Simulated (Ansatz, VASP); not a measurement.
# CuO in VASP and in Ansatz

INCAR

```
SYSTEM = CuO
PREC = Accurate ; ENCUT = 520
EDIFF = 1E-7 ; ISMEAR = 0
SIGMA = 0.02 ; LREAL = .False.
LASPH = .True. ; NELM = 150
ALGO = Normal ; ISIF = 2
LWAVE = .False. ; LCHARG = .False.
ISPIN = 2 ; MAGMOM = 1 1 0 0
LORBIT = 11 ; LMAXMIX = 4
LDAU = .True. ; LDAUTYPE = 2
LDAUL = 2 -1 ; LDAUU = 4 0
LDAUJ = 0 0 ; LDAUPRINT = 1
GGA = PE ; NBANDS = 29
```

Contents of KPOINTS:

```
regular mesh
0
Gamma
  8 8 4
  0 0 0
```

File POSCAR:

```
CuO
1.0
    2.3416500000     -1.7104000000      0.0000000000
    2.3416500000      1.7104000000      0.0000000000
   -0.8525100000      0.0000000000      5.0580600000
Cu O
2 2
Direct
    0.0000000000      0.5000000000      0.0000000000
    0.5000000000      0.0000000000      0.5000000000
    0.5821000000      0.4179000000      0.2500000000
    0.4179000000      0.5821000000      0.7500000000
```

Input for Ansatz:

```yaml
crystal:
  lattice:
    - [2.34165, -1.7104, 0.0]
    - [2.34165, 1.7104, 0.0]
    - [-0.85251, 0.0, 5.05806]
  atoms:
    - { symbol: Cu, position: [0.0, 0.5, 0.0], spin: 1.0 }
    - { symbol: Cu, position: [0.5, 0.0, 0.5], spin: 1.0 }
    - { symbol: O, position: [0.5821, 0.4179, 0.25] }
    - { symbol: O, position: [0.4179, 0.5821, 0.75] }
magnetization:
  spin_polarized: true
hamiltonian:
  xc: pbe
  pseudopotentials: { kind: paw }
  hubbard: { sites: [{ species: Cu, l: d, u_eff: 4.0 }] }
basis:
  ecutwfc: 420
kpoints:
  mp_grid: { grid: [8, 8, 4] }
scf:
  occupations: { method: gaussian, width: 0.02 }
  lower_state_search: "off"
output:
  forces: true
  stress: true
  write_density: true
  write_potential: true
  elf: true
  volumetric_format: npy
```

Alike in both runs: task single point; functional PBE; k mesh 8 × 8 × 4; occupations gaussian, width 0.02 eV; collinear spin; Hubbard terms Cu d U = 4.0 eV.

```csv
,VASP,Ansatz
version,VASP 6.6.1,Ansatz 0.2.0
potentials or method,"VASP PAW PBE potentials, release 64 (Cu, O), cutoff 520 eV","PAW, plane waves, scalar-relativistic"
valence electrons in the cell,34,50
```

VASP gave:

| Property | Result |
| --- | --- |
| pressure (GPa) | 4.9 |
| traceless stress, the component that is largest in VASP (GPa) | -0.71 |
| rms of the force components (eV/Å) | 0.024 |
| net moment per atom (μB) | 0.50 |
| size of the moment on the site where the two differ most (μB) | 0.66 |

**Question.** Which values does Ansatz return?

**Answer.** Pressure (GPa): 8.5; traceless stress, the component that is largest in VASP (GPa): -0.77; rms of the force components (eV/Å): 0.030; net moment per atom (μB): 0.48; size of the moment on the site where the two differ most (μB): 0.61.

Site moments also hang on the region over which each program counts them. The programs project onto different local orbitals, so the same U acts differently, and such runs can settle in different states. Atom by atom the forces differ by 0.007 eV/Å (rms over components). VASP's potentials hold 34 valence electrons a cell and Ansatz's 50, so a difference there can come from the potentials and not from the codes. Ansatz's warnings: filled band counts differ across k points.
